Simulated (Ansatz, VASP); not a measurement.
SiO2: VASP beside Ansatz

File INCAR:

```
SYSTEM = SiO2
ALGO     = Normal         ! electronic algorithm
EDIFF    = 1E-6           ! SCF threshold, eV
ENCUT    = 520            ! plane-wave cutoff, eV
GGA      = PE             ! functional
ISIF     = 2              ! what is computed and relaxed
ISMEAR   = 0              ! smearing method
LASPH    = .True.         ! aspherical terms in the spheres
LCHARG   = .False.        ! write CHGCAR
LREAL    = .False.        ! projectors in reciprocal space
LWAVE    = .False.        ! write WAVECAR
NBANDS   = 25             ! bands
NELM     = 100            ! most SCF steps
PREC     = Accurate       ! precision mode
SIGMA    = 0.05           ! smearing width, eV
```

File KPOINTS:

```
k-points
0
Gamma
  6 6 6
  0 0 0
```

The input POSCAR:

```
SiO2
1.0
   -2.5133692696      2.5133692696      3.6893906705
    2.5133692696     -2.5133692696      3.6893906705
    2.5133692696      2.5133692696     -3.6893906705
Si O
2 4
Direct
    0.0000000000      0.0000000000      0.0000000000
    0.7500000000      0.2500000000      0.5000000000
    0.9147905215      0.6250000000      0.7897905215
    0.3750000000      0.1647905215      0.2897905215
    0.8352094785      0.1250000000      0.2102094785
    0.8750000000      0.0852094785      0.7102094785
```

Input for Ansatz:

```yaml
crystal:
  lattice:
    - [-2.5133692696, 2.5133692696, 3.6893906705]
    - [2.5133692696, -2.5133692696, 3.6893906705]
    - [2.5133692696, 2.5133692696, -3.6893906705]
  atoms:
    - { symbol: Si, position: [0.0, 0.0, 0.0] }
    - { symbol: Si, position: [0.75, 0.25, 0.5] }
    - { symbol: O, position: [0.9147905215, 0.625, 0.7897905215] }
    - { symbol: O, position: [0.375, 0.1647905215, 0.2897905215] }
    - { symbol: O, position: [0.8352094785, 0.125, 0.2102094785] }
    - { symbol: O, position: [0.875, 0.0852094785, 0.7102094785] }
basis:
  ecutwfc: 420
kpoints:
  mp_grid: { grid: [6, 6, 6] }
hamiltonian:
  xc: pbe
scf:
  occupations: { method: gaussian, width: 0.05 }
output:
  forces: true
  stress: true
  eigenvalues: true
```

Change from the starting cell: mode 6 (300.7 1/cm) frozen in, largest displacement +0.263 Å.

Alike in both runs: task single point; functional PBE; k mesh 6 × 6 × 6; occupations gaussian, width 0.05 eV; no spin polarisation.

|  | VASP | Ansatz |
| --- | --- | --- |
| version | VASP 6.6.1 | Ansatz 0.2.0 |
| potentials or method | VASP PAW PBE potentials, release 64 (Si, O), cutoff 520 eV | scalar-relativistic, plane waves, PAW |
| valence electrons in the cell | 32 | 32 |

```tsv
	VASP	Ansatz	Ansatz less VASP
gap on the k mesh at the Fermi level (eV)	5.71	5.72	+0.004
least direct gap on the mesh (eV)	5.71	5.72	+0.004
pressure (GPa)	15.1	15.0	-0.12
traceless stress, the component that is largest in VASP (GPa)	-0.91	-0.93	-0.012
rms of the force components (eV/Å)	0.256	0.258	+0.0014
```

Atom by atom the forces differ by 0.001 eV/Å (rms over components).
